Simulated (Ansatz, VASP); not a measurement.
**CoSi2: VASP beside Ansatz**

```
Co Si
1.0
     0.00000    2.71509    2.71509
     2.71509    0.00000    2.71509
     2.71509    2.71509    0.00000
Co Si
1 2
Direct
  0.00000 0.00000 0.00000
  0.25000 0.25000 0.25000
  0.75000 0.75000 0.75000
```

Alike in both runs: task single point; functional PBE; k mesh 12 × 12 × 12; occupations gaussian, width 0.05 eV; no spin polarisation.

```csv
,VASP,Ansatz
version,VASP 6.6.1,Ansatz 0.2.0
potentials or method,"VASP PAW PBE potentials, release 64 (Co, Si), cutoff 520 eV","scalar-relativistic, plane waves, PAW"
valence electrons in the cell,17,25
```

Ansatz gave:

- gap on the k mesh at the Fermi level (eV): none
- pressure (GPa): -6.4

What did VASP give for the same quantities?

gap on the k mesh at the Fermi level (eV): none; pressure (GPa): -6.6.

A gap of «none» marks a metal or a gap that the smearing closes. The functional is the same, so the differences come from potentials, cutoffs and numerics. VASP's potentials hold 17 valence electrons a cell and Ansatz's 25, so a difference there can come from the potentials and not from the codes.
